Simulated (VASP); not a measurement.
# WSe2 (Cm) in VASP: single point with PBE

Aim: the single point of WSe2 with PBE.

Program: VASP 6.6.1. These are calculated values, not measurements. Logs are shortened: lines on timing, memory, paths and dates and some standing lists are left out, and cuts for length are marked.

**1. The cell of the first run**

Symmetry: Cm, No. 8, monoclinic system. The conventional cell has a = 5.752 Å, b = 3.321 Å, c = 15.526 Å, α = 90.00°, β = 100.67°, γ = 90.00°. W (site symmetry m) has 4 Se at 1.93 to 2.55 Å within 2.6 Å. Within 3.4 Å of W (site symmetry m) lie 6 Se at 2.55 Å and 6 W at 3.32 Å. Within 3.4 Å of Se (site symmetry m) lie 3 W at 2.55 Å and 7 Se at 3.32 to 3.36 Å. Within 2.6 Å of Se (site symmetry m) lie 1 W at 1.93 Å. Within 3.4 Å of Se (site symmetry m) lie 3 W at 2.55 Å and 7 Se at 3.32 to 3.36 Å. Within 3.4 Å of Se (site symmetry m) lie 3 W at 2.55 Å and 6 Se at 3.32 Å.

**2. Single point, PBE**

INCAR

```
PREC     = Accurate       # precision mode
ENCUT    = 520            # plane-wave cutoff, eV
EDIFF    = 1E-6           # SCF threshold, eV
ISMEAR   = 0              # smearing method
SIGMA    = 0.05           # smearing width, eV
LREAL    = F              # projectors in reciprocal space
LASPH    = T              # aspherical terms in the spheres
NELM     = 60             # most SCF steps
ALGO     = Normal         # electronic algorithm
ISIF     = 2              # what is computed and relaxed
LWAVE    = F              # write WAVECAR
LCHARG   = T              # write CHGCAR
GGA      = PE             # functional
LELF     = T              # ELF
LVHAR    = T            
NBANDS   = 35             # bands
ISYM     = 0
```

KPOINTS

```
Automatic mesh
0
Gamma
  9 9 2
```

POSCAR

```
WSe2
1.0
   -3.3206937274      0.0000000000      0.0000000000
   -1.6603468637     -2.8758051261      0.0000000000
   -1.6603468637      0.0000000000     15.2573262715
W Se
2 4
Direct
    0.3058333333      0.3333333333      0.0550000000
    0.3891666667      0.6666666667      0.5550000000
    0.1108233716      0.3333333333      0.4450199235
    0.1941567049      0.6666666667      0.9450199235
    0.0008432951      0.3333333333      0.6649800765
    0.5841766284      0.6666666667      0.1649800765
```

Potentials or basis: VASP PAW PBE potentials, release 64 (W_sv, Se).

Launch:

```sh
> cat potpaw_PBE.64/W_sv/POTCAR potpaw_PBE.64/Se/POTCAR > POTCAR
> mpirun -np 1 vasp_std > vasp.out
```

OUTCAR:

```text
PREC = Accurate
   ENCUT = 520
   EDIFF = 1E-6
   ISMEAR = 0
   LREAL = F
   LASPH = T
   NELM = 60
   ISIF = 2
   GGA = PE
   ISYM = 0

 ion  position               nearest neighbor table
   1  0.306  0.333  0.055-   4 1.93   6 2.55   6 2.55   6 2.55   4 3.04   4 3.04
   2  0.389  0.667  0.555-   3 2.55   5 2.55   3 2.55   5 2.55   3 2.55   5 2.55
   3  0.111  0.333  0.445-   2 2.55   2 2.55   2 2.55
   4  0.194  0.667  0.945-   1 1.93   1 3.04   1 3.04
   5  0.001  0.333  0.665-   2 2.55   2 2.55   2 2.55
   6  0.584  0.667  0.165-   1 2.55   1 2.55   1 2.55

IMPORTANT INFORMATION: All symmetrisations will be switched off!
NOSYMM: (Re-)initialisation of all symmetry stuff for point group C_1.

----------------------------------------------------------------------------------------

                                     Primitive cell

  volume of cell :     145.7024

  direct lattice vectors                    reciprocal lattice vectors
    -3.320693727  0.000000000  0.000000000    -0.301141894  0.173864354 -0.032771142
    -1.660346864 -2.875805126  0.000000000     0.000000000 -0.347728708  0.000000000
    -1.660346864  0.000000000 15.257326272     0.000000000  0.000000000  0.065542283

  length of vectors
     3.320693727  3.320693727 15.347402277     0.349269526  0.347728708  0.065542283

  position of ions in fractional coordinates (direct lattice)
     0.305833333  0.333333333  0.055000000
     0.389166667  0.666666667  0.555000000
     0.110823372  0.333333333  0.445019923
     0.194156705  0.666666667  0.945019923
     0.000843295  0.333333333  0.664980077
     0.584176628  0.666666667  0.164980077

  ion indices of the primitive-cell ions
   primitive index   ion index
                 1           1
                 2           2
                 3           3
                 4           4
                 5           5
                 6           6

----------------------------------------------------------------------------------------

 KPOINTS: Automatic mesh

Automatic generation of k-mesh.
 Grid dimensions read from file:
 generate k-points for:    9    9    2

 Generating k-lattice:

  Cartesian coordinates                     Fractional coordinates (reciprocal lattice)
    -0.033460210  0.019318262 -0.003641238     0.111111111  0.000000000 -0.000000000
     0.000000000 -0.038636523  0.000000000     0.000000000  0.111111111  0.000000000
     0.000000000  0.000000000  0.032771142     0.000000000  0.000000000  0.500000000

  Length of vectors
     0.038807725  0.038636523  0.032771142

  Shift w.r.t. Gamma in fractional coordinates (k-lattice)
     0.000000000  0.000000000  0.000000000

 -----------------------------------------------------------------------------
|                                                                             |
|           W    W    AA    RRRRR   N    N  II  N    N   GGGG   !!!           |
|           W    W   A  A   R    R  NN   N  II  NN   N  G    G  !!!           |
|           W    W  A    A  R    R  N N  N  II  N N  N  G       !!!           |
|           W WW W  AAAAAA  RRRRR   N  N N  II  N  N N  G  GGG   !            |
|           WW  WW  A    A  R   R   N   NN  II  N   NN  G    G                |
|           W    W  A    A  R    R  N    N  II  N    N   GGGG   !!!           |
|                                                                             |
|     Your reciprocal lattice and k-lattice belong to different lattice       |
|     classes:                                                                |
|                                                                             |
|        The reciprocal lattice is body-centered orthorhombic,                |
|        whereas your k-lattice is base-centered monoclinic.                  |
|                                                                             |
|     Results are often still useful ...                                      |
|                                                                             |
 -----------------------------------------------------------------------------

 WARNING: IBZKPT: internal override: KBLOWUP is changed to .FALSE.
      ... skipping the blow-up phase ...

 Subroutine IBZKPT returns following result:
 ===========================================

 Found     82 irreducible k-points:

 Following reciprocal coordinates:
            Coordinates               Weight
  0.000000  0.000000  0.000000      1.000000
  0.111111  0.000000  0.000000      2.000000
  0.222222  0.000000  0.000000      2.000000
  0.333333  0.000000  0.000000      2.000000
  0.444444  0.000000  0.000000      2.000000
  0.000000  0.111111  0.000000      2.000000
[... 16 lines left out ...]
 -0.111111  0.222222 -0.000000      2.000000
  0.000000  0.333333  0.000000      2.000000
 [... further k-points ...]
   k-points           NKPTS =     82   k-points in BZ     NKDIM =     82   number of bands    NBANDS=     35
   number of dos      NEDOS =    301   number of ions     NIONS =      6
   total plane-waves  NPLWV =  94080
   dimension x,y,z NGX =    28 NGY =   28 NGZ =  120
   dimension x,y,z NGXF=    56 NGYF=   56 NGZF=  240
   ions per type =               2   4
   NGX,Y,Z   is equivalent  to a cutoff of  14.02, 14.02, 13.00 a.u.
   NGXF,Y,Z  is equivalent  to a cutoff of  28.04, 28.04, 26.00 a.u.
 SYSTEM =  unknown system
   PREC   = accura    normal or accurate (medium, high low for compatibility)
   ISTART =      0    job   : 0-new  1-cont  2-samecut
   ICHARG =      2    charge: 1-file 2-atom 10-const
   ISPIN  =      1    spin polarized calculation?
   LNONCOLLINEAR =      F non collinear calculations
   LSORBIT =      F    spin-orbit coupling
   LASPH  =      T    aspherical Exc in radial PAW
   ENCUT  =  520.0 eV  38.22 Ry    6.18 a.u.   6.17  6.17 28.54*2*pi/ulx,y,z
   NELM   =     60;   NELMIN=  2; NELMDL= -5     # of ELM steps
   EDIFF  = 0.1E-05   stopping-criterion for ELM
   LREAL  =      F    real-space projection
   EDIFFG = 0.1E-04   stopping-criterion for IOM
   NSW    =      0    number of steps for IOM
   IBRION =     -1    ionic relax: 0-MD 1-quasi-New 2-CG
   NFREE  =      0    steps in history (QN), initial steepest desc. (CG)
   ISIF   =      2    stress and relaxation
   ISYM   =      0    0-nonsym 1-usesym 2-fastsym
   POTIM  = 0.5000    time-step for ionic-motion
   TEBEG  =    0.0;   TEEND  =   0.0 temperature during run
   PSTRESS=    0.0 pullay stress
   NELECT =      52.0000    total number of electrons
   NUPDOWN=      -1.0000    fix difference up-down
   EMIN   =  10.00;   EMAX   =-10.00  energy-range for DOS
   EFERMI =   0.00;   METHOD = LEGACY
   ISMEAR =     0;   SIGMA  =   0.05  broadening in eV -4-tet -1-fermi 0-gaus
   EFERMI_NEDOS =   21; number of points for ismear=-14 and -15
   IALGO  =     38    algorithm
   IMIX   =      4    mixing-type and parameters
     AMIX     =   0.40;   BMIX     =  1.00
     AMIX_MAG =   1.60;   BMIX_MAG =  1.00
  volume/ion in A,a.u.               =      24.28       163.87
  Fermi-wavevector in a.u.,A,eV,Ry     =   1.161236  2.194417 18.347025  1.348468
  Thomas-Fermi vector in A             =   2.297810
   LORBIT       =      0    0 simple, 1 ext, 2 COOP (PROOUT), +10 PAW based schemes
   GGA     = PE    functional components
   LHFCALC =     F    Hartree Fock is set to
   AEXX    =    0.0000 exact exchange contribution
   IVDW    =     0    specifies the selected vdW correction
   LEPSILON=     F    determine dielectric tensor
   LRPA    =     F    only Hartree local field effects (RPA)
 non-spin polarized calculation
 Gauss-broadening in eV      SIGMA  =   0.05
  energy-cutoff  :      520.00
  volume of cell :      145.70
 maximum number of plane-waves:      3942
 NGX is ok and might be reduce to    28
   NGX = 13   NGY = 13   NGZ = 57

 number of electron      52.0000000 magnetization

 Free energy of the ion-electron system (eV)
  ---------------------------------------------------
  ext. energy  EPLUGINS =         0.00000000
  ---------------------------------------------------
  free energy    TOTEN  =       -38.34458342 eV

  energy without entropy =      -38.34303409  energy(sigma->0) =      -38.34380875

 E-fermi :   5.3118     XC(G=0):  -9.4935

 val. band max:        5.2749795726   @ k =   0.4444   0.0000   0.0000
 cond. band min:       5.3341082204   @ k =   0.3333   0.1111   0.5000
 fundamental gap:      0.0591286478
 Fermi energy:         5.3117981886

 k-point     1 :       0.0000    0.0000    0.0000
  band No.  band energies     occupation
      1     -69.9609      2.00000
      2     -69.5084      2.00000
      3     -34.5242      2.00000
      4     -34.1805      2.00000
      5     -34.0783      2.00000
      6     -34.0782      2.00000
[... 27 lines left out ...]
     34       7.3159      0.00000
     35       8.6950      0.00000

 k-point     2 :       0.1111    0.0000    0.0000
  band No.  band energies     occupation
      1     -69.9599      2.00000
      2     -69.5074      2.00000
      3     -34.5240      2.00000
      4     -34.1758      2.00000
      5     -34.1029      2.00000
      6     -34.0840      2.00000
[... 27 lines left out ...]
     34       7.3146      0.00000
     35       9.4394      0.00000

 k-point     3 :       0.2222    0.0000    0.0000
  band No.  band energies     occupation
      1     -69.9573      2.00000
      2     -69.5047      2.00000
      3     -34.5242      2.00000
      4     -34.1648      2.00000
      5     -34.1640      2.00000
      6     -34.0987      2.00000
[... 27 lines left out ...]
     34       7.8696      0.00000
     35      10.1412      0.00000
[... 723 lines left out ...]
 k-point    23 :      -0.1111    0.2222   -0.0000
  band No.  band energies     occupation
      1     -69.9553      2.00000
      2     -69.5025      2.00000
      3     -34.5419      2.00000
      4     -34.2046      2.00000
      5     -34.1550      2.00000
      6     -34.1172      2.00000
[... 27 lines left out ...]
     34       8.3130      0.00000
     35      10.6883      0.00000

 k-point    24 :       0.0000    0.3333    0.0000
  band No.  band energies     occupation
      1     -69.9543      2.00000
      2     -69.5015      2.00000
      3     -34.5508      2.00000
      4     -34.2343      2.00000
      5     -34.1506      2.00000
      6     -34.1154      2.00000
[... 27 lines left out ...]
     34       8.4199      0.00000
     35       9.9731      0.00000

 [... further k-points ...]
[... 5 lines left out ...]
  --------------------------------------------------------------------------------------
  -------------------------------------------------------------------------------------
  Total       -0.2134519     11.1802404     27.1778010      0.0005952     16.3627460      0.0006495
  in kB       -2.3471667    122.9405113    298.8533904      0.0065446    179.9285429      0.0071424
  external PRESSURE =     139.8155783 kB  Pullay stress =       0.0000000 kB

 VOLUME and BASIS-vectors are now :
 -----------------------------------------------------------------------------
  energy-cutoff  :      520.00
  volume of cell :      145.70
      direct lattice vectors                 reciprocal lattice vectors
    -3.320693727  0.000000000  0.000000000    -0.301141894  0.173864354 -0.032771142
    -1.660346864 -2.875805126  0.000000000     0.000000000 -0.347728708  0.000000000
    -1.660346864  0.000000000 15.257326272     0.000000000  0.000000000  0.065542283

 POSITION                                       TOTAL-FORCE (eV/Angst)
 -----------------------------------------------------------------------------------
     -1.66035     -0.95860      0.83915         0.000137      7.801538     15.843126
     -3.32069     -1.91720      8.46782         0.000006     -0.000977      0.000404
     -1.66035     -0.95860      6.78981        -0.000006      0.000375     -0.055303
     -3.32069     -1.91720     14.41848        -0.000271     -8.772160    -15.989891
     -1.66035     -0.95860     10.14582         0.000000     -0.000544      0.050754
     -3.32069     -1.91720      2.51715         0.000134      0.971768      0.150911
 -----------------------------------------------------------------------------------
    total drift:                                0.000003      0.000180     -0.000083

  FREE ENERGIE OF THE ION-ELECTRON SYSTEM (eV)
  ---------------------------------------------------
  free  energy   TOTEN  =       -38.3445834157 eV

  energy  without entropy=      -38.3430340941  energy(sigma->0) =      -38.34380875
```

Wall time 11 min (1 thread of Oxide Virtual Turin-like, shared host); peak memory 0.49 GiB.

Results:

| Property | Result |
| --- | --- |
| Free energy | -38.3446 eV |
| Pressure | 14.0 GPa |
| Largest force | 18.238 eV/Å |
| Band gap on the k mesh | 0.06 eV, indirect (least direct gap 0.28 eV) |

Forces on the atoms (eV/Å):
```
W     0.000   7.802  15.843
W     0.000  -0.001   0.000
Se    0.000   0.000  -0.055
Se    0.000  -8.772 -15.990
Se    0.000  -0.001   0.051
Se    0.000   0.972   0.151
```

Caveat: spin-orbit coupling is left out, which moves the levels of the heavy elements; this functional lacks dispersion, which binds the layers, so the pressure and a relaxed spacing across them are unreliable; forces of over 1 eV/Å act on the atoms, so gaps and moduli don't describe the material at rest.
